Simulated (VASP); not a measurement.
Au: single point with PBE

The system is Au, a slab with vacuum.

```
Au
1.0
     2.88358    0.00000    0.00000
     1.44179    2.49725    0.00000
     0.00000    0.00000   24.41774
Au
5
Cartesian
  0.0000 0.0000 7.2816
  1.4418 0.8324 9.7654
  2.8836 1.6648 12.2089
  0.0000 0.0000 14.6524
  1.4418 0.8324 17.1361
```

| Quantity | Value |
| --- | --- |
| Program | VASP 6.6.1 |
| Task | single point |
| Functional | PBE |
| Potentials or basis | VASP PAW PBE potentials, release 64 (Au) |
| Cutoff | 520 eV |
| k mesh | 16 × 16 × 1 |
| Occupations | gaussian, width 0.1 eV |
| Spin | no spin polarisation |
| Dipole correction | yes |
| Further INCAR settings | ALGO = Normal; EDIFF = 1e-06; NBANDS = 36 |

```yaml
Largest_force: 0.007 eV/Å
```

Forces on the atoms (eV/Å):
```
Au   0.000  0.000  0.001
Au   0.000  0.000  0.007
Au   0.000  0.000  0.000
Au   0.000  0.000 -0.007
Au   0.000  0.000 -0.001
```

Levels at points of the mesh, in eV from the Fermi level:
| k point | band 25 | band 26 | band 27 | band 28 | band 29 | band 30 | band 31 | band 32 |
| --- | --- | --- | --- | --- | --- | --- | --- | --- |
| (0.00, 0.00, 0.00) | -2.50 | -2.14 | -2.14 | -2.00 | -2.00 | -1.00 | -0.05 | 4.00 |
| (0.50, 0.00, 0.00) | -1.36 | -0.07 | 0.82 | 1.20 | 1.47 | 1.50 | 3.38 | 3.90 |

Wall time 3.2 min on 1 thread of Intel(R) Xeon(R) Platinum 8375C CPU @ 2.90GHz (Ice Lake) (shared host), peak memory 0.39 GiB.

Caveat: spin-orbit coupling is left out, which moves the levels of the heavy elements.
